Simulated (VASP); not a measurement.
# ZrS2 (P-3m1) in VASP: single point with HF

Aim: the single point of ZrS2 with HF.

Everything below comes from runs of VASP 6.6.1. Logs are shortened: lines on timing, memory, paths and dates and some standing lists are left out, and cuts for length are marked.

## Step 1: The cell of the first run

The structure is trigonal, space group P-3m1 (No. 164). Conventional cell: a = 3.674 Å, b = 3.674 Å, c = 5.857 Å, α = 90.00°, β = 90.00°, γ = 120.00°. Within 3.4 Å of Zr (site symmetry -3m) lie 6 S at 2.57 Å. Within 3.4 Å of S (site symmetry 3m) lie 3 Zr at 2.57 Å.

## Step 2: Single point, HF

Contents of POSCAR:

```
ZrS2
1.0
    3.6743613682      0.0000000000      0.0000000000
   -1.8371806841      3.1820902876      0.0000000000
    0.0000000000      0.0000000000      5.8571357017
Zr S
1 2
Direct
    0.0000000000      0.0000000000      0.0000000000
    0.6666666667      0.3333333333      0.7537647210
    0.3333333333      0.6666666667      0.2462352790
```

Contents of INCAR.step1:

```
ALGO = Normal ; EDIFF = 1E-5
ENCUT = 400 ; GGA = PE
GGA_COMPAT = False ; ISIF = 2
ISMEAR = 0 ; LASPH = True
LCHARG = False ; LREAL = False
LWAVE = True ; NBANDS = 19
NELM = 120 ; PREC = Accurate
SIGMA = 0.01
```

Contents of INCAR.step2:

```
AEXX = 1.0 ; AGGAC = 0.0
ALDAC = 0.0 ; ALGO = Normal
EDIFF = 1E-6 ; ENCUT = 400
GGA = PE ; GGA_COMPAT = False
ISIF = 2 ; ISMEAR = 0
ISTART = 1 ; LASPH = True
LCHARG = False ; LHFCALC = True
LREAL = False ; LWAVE = False
NBANDS = 19 ; NELM = 120
PREC = Accurate ; PRECFOCK = Normal
SIGMA = 0.01
```

Contents of KPOINTS:

```
k-points
0
Gamma
  6 6 4
```

Potentials or basis: VASP PAW PBE potentials, release 64 (Zr_sv, S).

On the command line:

```console
> cat potpaw_PBE.64/Zr_sv/POTCAR potpaw_PBE.64/S/POTCAR > POTCAR
> cp INCAR.step1 INCAR
> mpirun -np 1 vasp_std > vasp.out
> cp INCAR.step2 INCAR
> mpirun -np 1 vasp_std > vasp.out
```

OUTCAR:

```text
AEXX = 1.0
   EDIFF = 1E-6
   ENCUT = 400
   GGA = PE
   ISIF = 2
   ISMEAR = 0
   ISTART = 1
   LASPH = True
   LHFCALC = True
   LREAL = False
   NELM = 120
   PREC = Accurate
   PRECFOCK = Normal

 ion  position               nearest neighbor table
   1  0.000  0.000  0.000-   2 2.57   3 2.57   2 2.57   3 2.57   2 2.57   3 2.57
   2  0.667  0.333  0.754-   1 2.57   1 2.57   1 2.57
   3  0.333  0.667  0.246-   1 2.57   1 2.57   1 2.57

  LATTYP: Found a hexagonal cell.
 ALAT       =     3.6743613682
 C/A-ratio  =     1.5940554330

  Lattice vectors:

 A1 = (   3.6743613682,   0.0000000000,   0.0000000000)
 A2 = (  -1.8371806841,   3.1820902876,   0.0000000000)
 A3 = (   0.0000000000,   0.0000000000,   5.8571357017)

Analysis of symmetry for initial positions (statically):
=====================================================================
 Subroutine PRICEL returns:
 Original cell was already a primitive cell.

 Routine SETGRP: Setting up the symmetry group for a
 hexagonal supercell.

 Subroutine GETGRP returns: Found 12 space group operations
 (whereof 12 operations were pure point group operations)
 out of a pool of 24 trial point group operations.

The static configuration has the point symmetry D_3d.

Analysis of symmetry for dynamics (positions and initial velocities):
=====================================================================
 Subroutine PRICEL returns:
 Original cell was already a primitive cell.

 Routine SETGRP: Setting up the symmetry group for a
 hexagonal supercell.

 Subroutine GETGRP returns: Found 12 space group operations
 (whereof 12 operations were pure point group operations)
 out of a pool of 24 trial point group operations.

The dynamic configuration has the point symmetry D_3d.

 Subroutine INISYM returns: Found 12 space group operations
 (whereof 12 operations are pure point group operations),
 and found     1 'primitive' translations

----------------------------------------------------------------------------------------

                                     Primitive cell

  volume of cell :      68.4825

  direct lattice vectors                    reciprocal lattice vectors
     3.674361368  0.000000000  0.000000000     0.272156138  0.157129420  0.000000000
    -1.837180684  3.182090288  0.000000000     0.000000000  0.314258839  0.000000000
     0.000000000  0.000000000  5.857135702     0.000000000  0.000000000  0.170731916

  length of vectors
     3.674361368  3.674361368  5.857135702     0.314258839  0.314258839  0.170731916

  position of ions in fractional coordinates (direct lattice)
     0.000000000  0.000000000  0.000000000
     0.666666667  0.333333333  0.753764721
     0.333333333  0.666666667  0.246235279

  ion indices of the primitive-cell ions
   primitive index   ion index
                 1           1
                 2           2
                 3           3

----------------------------------------------------------------------------------------

 KPOINTS: k-points

Automatic generation of k-mesh.
 Grid dimensions read from file:
 generate k-points for:    6    6    4

 Generating k-lattice:

  Cartesian coordinates                     Fractional coordinates (reciprocal lattice)
     0.045359356  0.026188237  0.000000000     0.166666667 -0.000000000  0.000000000
     0.000000000  0.052376473  0.000000000     0.000000000  0.166666667  0.000000000
     0.000000000  0.000000000  0.042682979     0.000000000  0.000000000  0.250000000

  Length of vectors
     0.052376473  0.052376473  0.042682979

  Shift w.r.t. Gamma in fractional coordinates (k-lattice)
     0.000000000  0.000000000  0.000000000

 Subroutine IBZKPT returns following result:
 ===========================================

 Found     24 irreducible k-points:

 Following reciprocal coordinates:
            Coordinates               Weight
  0.000000  0.000000  0.000000      1.000000
  0.166667  0.000000  0.000000      6.000000
  0.333333 -0.000000  0.000000      6.000000
  0.500000  0.000000  0.000000      3.000000
  0.166667  0.166667  0.000000      6.000000
  0.333333  0.166667  0.000000     12.000000
[... 16 lines left out ...]
  0.333333  0.166667  0.500000     12.000000
  0.333333  0.333333  0.500000      2.000000
   k-points           NKPTS =     24   k-points in BZ     NKDIM =    144   number of bands    NBANDS=     19
   number of dos      NEDOS =    301   number of ions     NIONS =      3
   total plane-waves  NPLWV =  23040
   dimension x,y,z NGX =    24 NGY =   24 NGZ =   40
   dimension x,y,z NGXF=    48 NGYF=   48 NGZF=   80
   ions per type =               1   2
   NGX,Y,Z   is equivalent  to a cutoff of  10.86, 10.86, 11.35 a.u.
   NGXF,Y,Z  is equivalent  to a cutoff of  21.72, 21.72, 22.71 a.u.
 SYSTEM =  unknown system
   PREC   = accura    normal or accurate (medium, high low for compatibility)
   ISTART =      1    job   : 0-new  1-cont  2-samecut
   ICHARG =      0    charge: 1-file 2-atom 10-const
   ISPIN  =      1    spin polarized calculation?
   LNONCOLLINEAR =      F non collinear calculations
   LSORBIT =      F    spin-orbit coupling
   LASPH  =      T    aspherical Exc in radial PAW
   ENCUT  =  400.0 eV  29.40 Ry    5.42 a.u.   5.99  5.99  9.55*2*pi/ulx,y,z
   NELM   =    120;   NELMIN=  2; NELMDL=  0     # of ELM steps
   EDIFF  = 0.1E-05   stopping-criterion for ELM
   LREAL  =      F    real-space projection
   EDIFFG = 0.1E-04   stopping-criterion for IOM
   NSW    =      0    number of steps for IOM
   IBRION =     -1    ionic relax: 0-MD 1-quasi-New 2-CG
   NFREE  =      0    steps in history (QN), initial steepest desc. (CG)
   ISIF   =      2    stress and relaxation
   ISYM   =      3    0-nonsym 1-usesym 2-fastsym
   POTIM  = 0.5000    time-step for ionic-motion
   TEBEG  =    0.0;   TEEND  =   0.0 temperature during run
   PSTRESS=    0.0 pullay stress
   NELECT =      24.0000    total number of electrons
   NUPDOWN=      -1.0000    fix difference up-down
   EMIN   =  10.00;   EMAX   =-10.00  energy-range for DOS
   EFERMI =   0.00;   METHOD = LEGACY
   ISMEAR =     0;   SIGMA  =   0.01  broadening in eV -4-tet -1-fermi 0-gaus
   EFERMI_NEDOS =   21; number of points for ismear=-14 and -15
   IALGO  =     38    algorithm
   IMIX   =      1    mixing-type and parameters
     AMIX     =   0.40;   BMIX     =  1.00
     AMIX_MAG =   1.60;   BMIX_MAG =  1.00
  volume/ion in A,a.u.               =      22.83       154.05
  Fermi-wavevector in a.u.,A,eV,Ry     =   1.154211  2.181143 18.125735  1.332204
  Thomas-Fermi vector in A             =   2.290850
   LORBIT       =      0    0 simple, 1 ext, 2 COOP (PROOUT), +10 PAW based schemes
   GGA     = PE    functional components
   LHFCALC =     T    Hartree Fock is set to
   PRECFOCK=normal    Normal, Fast or Accurate (Low or Medium for compatibility)
   ENCUT4O =  -1.0   cutoff for four orbital integrals eV
   NKREDX  =     1    reduce k-point grid by
   NKREDY  =     1    reduce k-point grid by
   NKREDZ  =     1    reduce k-point grid by
   AEXX    =    1.0000 exact exchange contribution
   HFSCREEN=    0.0000 screening length (either q_TF or 0.3 A-1)
   HFSCREENC=   0.0000 screening length for correlation (either q_TF or 0.3 A-1)
   ENCUTFOCK=  -1.0 apply spherical cutoff to Coloumb kernel
   IVDW    =     0    specifies the selected vdW correction
   LEPSILON=     F    determine dielectric tensor
   LRPA    =     F    only Hartree local field effects (RPA)
 non-spin polarized calculation
 Gauss-broadening in eV      SIGMA  =   0.01
  energy-cutoff  :      400.00
  volume of cell :       68.48
 maximum number of plane-waves:      1254
  NGX = 18; NGY = 18; NGZ = 30

 number of electron      24.0000004 magnetization

 Free energy of the ion-electron system (eV)
  ---------------------------------------------------
  ext. energy  EPLUGINS =         0.00000000
  ---------------------------------------------------
  free energy    TOTEN  =       -42.89684654 eV

  energy without entropy =      -42.89684654  energy(sigma->0) =      -42.89684654

 E-fermi :   2.2898     XC(G=0):   0.0000

 val. band max:        2.1908450152   @ k =   0.0000   0.0000   0.0000
 cond. band min:       9.9633982959   @ k =   0.5000   0.0000   0.5000
 fundamental gap:      7.7725532806
 Fermi energy:         2.2898499409

 k-point     1 :       0.0000    0.0000    0.0000
  band No.  band energies     occupation
      1     -60.1923      2.00000
      2     -32.6218      2.00000
      3     -32.3979      2.00000
      4     -32.3979      2.00000
      5     -16.0305      2.00000
      6     -13.8441      2.00000
[... 11 lines left out ...]
     18      15.0439      0.00000
     19      15.5273      0.00000

 k-point     2 :       0.1667    0.0000    0.0000
  band No.  band energies     occupation
      1     -60.1851      2.00000
      2     -32.5977      2.00000
      3     -32.5105      2.00000
      4     -32.4221      2.00000
      5     -15.6314      2.00000
      6     -13.9513      2.00000
[... 11 lines left out ...]
     18      16.6089      0.00000
     19      17.3262      0.00000

 k-point     3 :       0.3333   -0.0000    0.0000
  band No.  band energies     occupation
      1     -60.1707      2.00000
      2     -32.7303      2.00000
      3     -32.5472      2.00000
      4     -32.4695      2.00000
      5     -14.8044      2.00000
      6     -14.0991      2.00000
[... 11 lines left out ...]
     18      17.2740      0.00000
     19      18.2002      0.00000

 k-point     4 :       0.5000    0.0000    0.0000
  band No.  band energies     occupation
      1     -60.1635      2.00000
      2     -32.8368      2.00000
      3     -32.5221      2.00000
      4     -32.4928      2.00000
      5     -14.5585      2.00000
      6     -13.9296      2.00000
[... 11 lines left out ...]
     18      16.1718      0.00000
     19      18.3896      0.00000

 k-point     5 :       0.1667    0.1667    0.0000
  band No.  band energies     occupation
      1     -60.1743      2.00000
      2     -32.6544      2.00000
      3     -32.5617      2.00000
      4     -32.4789      2.00000
      5     -14.9884      2.00000
      6     -14.1003      2.00000
[... 11 lines left out ...]
     18      18.1990      0.00000
     19      18.8971      0.00000

 k-point     6 :       0.3333    0.1667    0.0000
  band No.  band energies     occupation
      1     -60.1635      2.00000
      2     -32.7798      2.00000
      3     -32.5533      2.00000
      4     -32.5224      2.00000
      5     -14.4096      2.00000
      6     -14.0843      2.00000
[... 11 lines left out ...]
     18      17.6633      0.00000
     19      18.4424      0.00000

 k-point     7 :       0.3333    0.3333    0.0000
  band No.  band energies     occupation
      1     -60.1599      2.00000
      2     -32.6996      2.00000
      3     -32.6996      2.00000
      4     -32.5121      2.00000
      5     -14.1349      2.00000
      6     -14.1349      2.00000
[... 11 lines left out ...]
     18      17.6663      0.00000
     19      20.2396      0.00000

 k-point     8 :       0.0000    0.0000    0.2500
  band No.  band energies     occupation
      1     -60.1923      2.00000
      2     -32.6221      2.00000
      3     -32.3978      2.00000
      4     -32.3978      2.00000
      5     -15.8752      2.00000
      6     -14.1017      2.00000
[... 256 lines left out ...]
 k-point    20 :       0.3333   -0.0000    0.5000
  band No.  band energies     occupation
      1     -60.1707      2.00000
      2     -32.7300      2.00000
      3     -32.5472      2.00000
      4     -32.4699      2.00000
      5     -14.6993      2.00000
      6     -14.2065      2.00000
[... 11 lines left out ...]
     18      16.2207      0.00000
     19      17.6438      0.00000

 k-point    21 :       0.5000    0.0000    0.5000
  band No.  band energies     occupation
      1     -60.1635      2.00000
      2     -32.8361      2.00000
      3     -32.5219      2.00000
      4     -32.4933      2.00000
      5     -14.6852      2.00000
      6     -13.7633      2.00000
[... 11 lines left out ...]
     18      16.6101      0.00000
     19      17.3751      0.00000

 k-point    22 :       0.1667    0.1667    0.5000
  band No.  band energies     occupation
      1     -60.1744      2.00000
      2     -32.6543      2.00000
      3     -32.5619      2.00000
      4     -32.4789      2.00000
      5     -14.6852      2.00000
      6     -14.4376      2.00000
[... 11 lines left out ...]
     18      18.4175      0.00000
     19      18.6903      0.00000

 k-point    23 :       0.3333    0.1667    0.5000
  band No.  band energies     occupation
      1     -60.1635      2.00000
      2     -32.7792      2.00000
      3     -32.5534      2.00000
      4     -32.5223      2.00000
      5     -14.4905      2.00000
      6     -13.9904      2.00000
[... 11 lines left out ...]
     18      16.9302      0.00000
     19      17.8852      0.00000

 k-point    24 :       0.3333    0.3333    0.5000
  band No.  band energies     occupation
      1     -60.1600      2.00000
      2     -32.6990      2.00000
      3     -32.6990      2.00000
      4     -32.5121      2.00000
      5     -14.1403      2.00000
      6     -14.1403      2.00000
[... 11 lines left out ...]
     18      17.6675      0.00000
     19      18.8230      0.00000

------------------------ aborting loop because EDIFF is reached ----------------------------------------

  FORCE on cell =-STRESS in cart. coord.  units (eV):
  Direction    XX          YY          ZZ          XY          YZ          ZX
  --------------------------------------------------------------------------------------
  -------------------------------------------------------------------------------------
  Total        3.5583913      3.5583913      2.1861894     -0.0000000      0.0000000      0.0000000
  in kB       83.2500748     83.2500748     51.1468291     -0.0000000      0.0000000      0.0000000
  external PRESSURE =      72.5489929 kB  Pullay stress =       0.0000000 kB

 VOLUME and BASIS-vectors are now :
 -----------------------------------------------------------------------------
  energy-cutoff  :      400.00
  volume of cell :       68.48
      direct lattice vectors                 reciprocal lattice vectors
     3.674361368  0.000000000  0.000000000     0.272156138  0.157129420  0.000000000
    -1.837180684  3.182090288  0.000000000     0.000000000  0.314258839  0.000000000
     0.000000000  0.000000000  5.857135702     0.000000000  0.000000000  0.170731916

 POSITION                                       TOTAL-FORCE (eV/Angst)
 -----------------------------------------------------------------------------------
      0.00000      0.00000      0.00000        -0.000000     -0.000000      0.000000
      1.83718      1.06070      4.41490         0.000000     -0.000000     -0.013067
     -0.00000      2.12139      1.44223        -0.000000      0.000000      0.013067
 -----------------------------------------------------------------------------------
    total drift:                               -0.000000     -0.000000      0.000000

  FREE ENERGIE OF THE ION-ELECTRON SYSTEM (eV)
  ---------------------------------------------------
  free  energy   TOTEN  =       -42.8968465356 eV

  energy  without entropy=      -42.8968465356  energy(sigma->0) =      -42.89684654
```

It took 46 min on 1 thread of Intel Xeon 6975P-C (Granite Rapids), shared host; peak memory 0.18 GiB.

Results:

| Quantity | Value |
| --- | --- |
| Free energy | -42.8968 eV |
| Pressure | 7.3 GPa |
| Largest force | 0.013 eV/Å |
| Band gap on the k mesh | 7.77 eV (least direct gap 8.84 eV) |

Forces in eV/Å, atoms in the order of the input:
```
Zr   0.000  0.000  0.000
S    0.000  0.000 -0.013
S    0.000  0.000  0.013
```

Stress tensor (GPa, compression positive):
```
8.33 0.00 0.00
0.00 8.33 0.00
0.00 0.00 5.11
```

Caveat: the cell stands under pressure; the PAW data sets were made with another functional, which shifts forces and pressure a little. A k mesh can miss the band edges.
